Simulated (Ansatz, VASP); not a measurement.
Ge: VASP beside Ansatz

The input INCAR:

```
SYSTEM = Ge
ALGO     = Normal         ! electronic algorithm
EDIFF    = 1E-6           ! SCF threshold, eV
EDIFFG   = -0.04          ! ionic threshold
ENCUT    = 600            ! plane-wave cutoff, eV
GGA      = PE             ! functional
IBRION   = 2              ! ionic algorithm
ISIF     = 3              ! what is computed and relaxed
ISMEAR   = 0              ! smearing method
LASPH    = .True.         ! aspherical terms in the spheres
LCHARG   = .False.        ! write CHGCAR
LREAL    = .False.        ! projectors in reciprocal space
LWAVE    = .False.        ! write WAVECAR
NELM     = 80             ! most SCF steps
NSW      = 90             ! ionic steps
PREC     = Accurate       ! precision mode
SIGMA    = 0.1            ! smearing width, eV
```

Contents of KPOINTS:

```
k-points
0
Gamma
  6 6 4
  0 0 0
```

File POSCAR:

```
Ge
1.0
    3.5951919900      0.0000000000      0.0000000000
   -1.7975960000      3.1135276000      0.0000000000
    0.0000000000      0.0000000000      5.9903896100
Ge
4
Direct
    0.0000000000      0.0000000000      0.8025568000
    0.0000000000      0.0000000000      0.1974432000
    0.3333333300      0.6666666700      0.6146058900
    0.6666666700      0.3333333300      0.3853941100
```

Input for Ansatz:

```yaml
crystal:
  lattice:
    - [3.59519199, 0.0, 0.0]
    - [-1.797596, 3.1135276, 0.0]
    - [0.0, 0.0, 5.99038961]
  atoms:
    - { symbol: Ge, position: [0.0, 0.0, 0.8025568] }
    - { symbol: Ge, position: [0.0, 0.0, 0.1974432] }
    - { symbol: Ge, position: [0.33333333, 0.66666667, 0.61460589] }
    - { symbol: Ge, position: [0.66666667, 0.33333333, 0.38539411] }
basis:
  ecutwfc: 420
kpoints:
  mp_grid: { grid: [6, 6, 4] }
hamiltonian:
  xc: pbe
scf:
  occupations: { method: gaussian, width: 0.1 }
  lower_state_search: "off"
output:
  forces: true
  stress: true
  eigenvalues: true
relax:
  adjacent_minimum: "off"
  f_tol: 0.04
  max_steps: 70
  cell: { stress_tol: 0.4 }
```

Alike in both runs: task relaxation of cell and atoms; functional PBE; k mesh 6 × 6 × 4; occupations gaussian, width 0.1 eV; no spin polarisation.

|  | VASP | Ansatz |
| --- | --- | --- |
| version | VASP 6.6.1 | Ansatz 0.2.0 |
| potentials or method | VASP PAW PBE potentials, release 64 (Ge_d), cutoff 600 eV | scalar-relativistic, plane waves, PAW |
| valence electrons in the cell | 56 | 56 |

|  | VASP | Ansatz | Ansatz less VASP |
| --- | --- | --- | --- |
| gap on the k mesh at the Fermi level, each at its own relaxed structure (eV) | none | none | - |
| relaxed volume (Å³/atom) | 22.68 | 22.66 | -0.021 |
| relaxed cell length with the largest relative difference (Å) | 6.670 | 6.683 | +0.0133 |

A gap of «none» marks a metal or a gap that the smearing closes.

Noted on VASP's run: the volume moved by over 15 % at a fixed basis, so the end points are rough.
